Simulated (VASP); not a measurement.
Set up this calculation in VASP 6.6.1, as the native input.

```yaml
Task: single point
Functional: LDA
Potentials_or_basis: VASP PAW LDA potentials, release 64 (Bi_d, Br, O)
Cutoff: 520 eV
k_mesh: 8 × 8 × 4
Occupations: gaussian, width 0.05 eV
Spin: no spin polarisation
Dipole_correction: no
Further_INCAR_settings: ALGO = Normal; EDIFF = 1e-06; NBANDS = 37
```

The structure of BiBrO lies in POSCAR:

```
BiBrO
1.0
    3.7532000000      0.0000000000      0.0000000000
    0.0000000000      3.7532000000      0.0000000000
    0.0000000000      0.0000000000      8.2811000000
Bi Br O
2 2 2
Direct
    0.0000000000      0.5000000000      0.1575579020
    0.5000000000      0.0000000000      0.8424420980
    0.0000000000      0.5000000000      0.6517216503
    0.5000000000      0.0000000000      0.3482783497
    0.0000000000      0.0000000000      0.0000000000
    0.5000000000      0.5000000000      0.0000000000
```

These files were run (other wordings do the same):

INCAR

```
PREC     = Accurate       # precision mode
ENCUT    = 520            # plane-wave cutoff, eV
EDIFF    = 1E-6           # SCF threshold, eV
ISMEAR   = 0              # smearing method
SIGMA    = 0.05           # smearing width, eV
LREAL    = F              # projectors in reciprocal space
LASPH    = T              # aspherical terms in the spheres
NELM     = 80             # most SCF steps
ALGO     = Normal         # electronic algorithm
ISIF     = 2              # what is computed and relaxed
LWAVE    = F              # write WAVECAR
LCHARG   = F              # write CHGCAR
NBANDS   = 37             # bands
```

KPOINTS

```
regular mesh
0
Gamma
  8 8 4
```

Potentials or basis: VASP PAW LDA potentials, release 64 (Bi_d, Br, O).

Command:

```console
$ cat potpaw_LDA.64/Bi_d/POTCAR potpaw_LDA.64/Br/POTCAR potpaw_LDA.64/O/POTCAR > POTCAR
$ mpirun -np 1 vasp_std > vasp.out
```

It gave:

| Item | Value |
| --- | --- |
| Pressure | 3.6 GPa |
| Largest force | 0.251 eV/Å |
| Band gap on the k mesh | 2.33 eV (least direct gap 2.70 eV) |

Caveat: the cell stands under pressure; spin-orbit coupling is left out, which moves the levels of the heavy elements.

It took 3.3 min on 1 thread of Intel Xeon 8259CL, with other jobs on the host, peak memory 0.29 GiB.
